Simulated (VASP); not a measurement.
Write the native input for VASP 6.6.1 that does the following.

- Task: relaxation of cell and atoms
- Functional: PBE
- Potentials or basis: VASP PAW PBE potentials, release 64 (Hf_pv, Pb_d, O)
- Cutoff: 600 eV
- k mesh: 4 × 4 × 2
- Occupations: gaussian, width 0.1 eV
- Spin: no spin polarisation
- Dipole correction: no
- Further INCAR settings: ALGO = Normal; EDIFF = 1e-06; IBRION = 2; EDIFFG = -0.04; NSW = 90; ISIF = 3

The structure of Hf5PbO2 lies in POSCAR:

```
Hf5PbO2
1.0
    3.0037997300     -3.3007468000      0.0000000000
    3.0037997300      3.3007468000      0.0000000000
    0.0000000000      0.0000000000      7.9490762100
Hf Pb O
5 1 2
Direct
    0.7377798400      0.7377798400      0.2186253600
    0.2622201600      0.2622201600      0.2186253600
    0.2622201600      0.2622201600      0.7813746400
    0.7377798400      0.7377798400      0.7813746400
    0.5000000000      0.5000000000      0.5000000000
    0.0000000000      0.0000000000      0.0000000000
    0.0000000000      0.0000000000      0.6535339000
    0.0000000000      0.0000000000      0.3464661000
```

The cell was built from a structure type or drawn by symmetry, and may not be a known phase.

The input as run:

INCAR

```
ALGO = Normal ; EDIFF = 1E-6
EDIFFG = -0.04 ; ENCUT = 600
GGA = PE ; IBRION = 2
ISIF = 3 ; ISMEAR = 0
LASPH = True ; LCHARG = False
LREAL = False ; LWAVE = False
NELM = 60 ; NSW = 90
PREC = Accurate ; SIGMA = 0.1
```

KPOINTS

```
k-points
0
Gamma
  4 4 2
```

Potentials or basis: VASP PAW PBE potentials, release 64 (Hf_pv, Pb_d, O).

Run with:

```sh
$ cat potpaw_PBE.64/Hf_pv/POTCAR potpaw_PBE.64/Pb_d/POTCAR potpaw_PBE.64/O/POTCAR > POTCAR
$ mpirun -np 1 vasp_std > vasp.out
```

Results of the run:

- Relaxed volume: 25.43 Å³/atom
- Relaxed cell: a = 4.985 Å, b = 4.985 Å, c = 9.024 Å, α = 90.00°, β = 90.00°, γ = 65.07°
- Space group after relaxing (to 0.1 Å): Cmmm (No. 65)
- Energy gained by relaxing: 1316.6 meV/atom
- Ionic steps: 56
- Pressure after relaxing: -0.1 GPa
- Largest force after relaxing: 0.029 eV/Å
- Band gap on the k mesh: zero (bands 38 and 39 overlap by 0.43 eV)

Caveat: the k points lie up to 0.35 Å⁻¹ apart in the final cell; the volume moved by over 15 % at a fixed basis, so the end points are rough; spin-orbit coupling is left out, which moves the levels of the heavy elements.

Wall time 35 min on 1 thread of Intel(R) Xeon(R) 6975P-C (Granite Rapids), with other jobs on the host, peak memory 0.35 GiB.
